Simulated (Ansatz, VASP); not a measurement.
Sn in VASP and in Ansatz

```
CELL_PARAMETERS angstrom
0.00000 3.67151 2.59576
3.67151 0.00000 2.59576
3.67151 3.67151 0.00000
ATOMIC_POSITIONS crystal
Sn 0.50000 0.50000 0.50000
Sn 0.75000 0.75000 0.75000
```

Alike in both runs: task single point; functional PBEsol; k mesh 18 × 18 × 18; occupations gaussian, width 0.15 eV; no spin polarisation.

```csv
,VASP,Ansatz
version,VASP 6.6.1,Ansatz 0.2.0
potentials or method,"VASP PAW PBE potentials, release 64 (Sn_d), cutoff 520 eV","scalar-relativistic, plane waves, PAW"
valence electrons in the cell,28,28
```

```csv
,VASP,Ansatz,Ansatz less VASP
gap on the k mesh at the Fermi level (eV),none,none,-
pressure (GPa),-1.8,-1.7,+0.06
"traceless stress, the component that is largest in VASP (GPa)",2.33,2.32,-0.006
```

VASP's potentials were made for PBE, not for PBEsol. A gap of «none» marks a metal or a gap that the smearing closes. With one functional, cell and mesh, what is left measures potentials, basis and numerics.
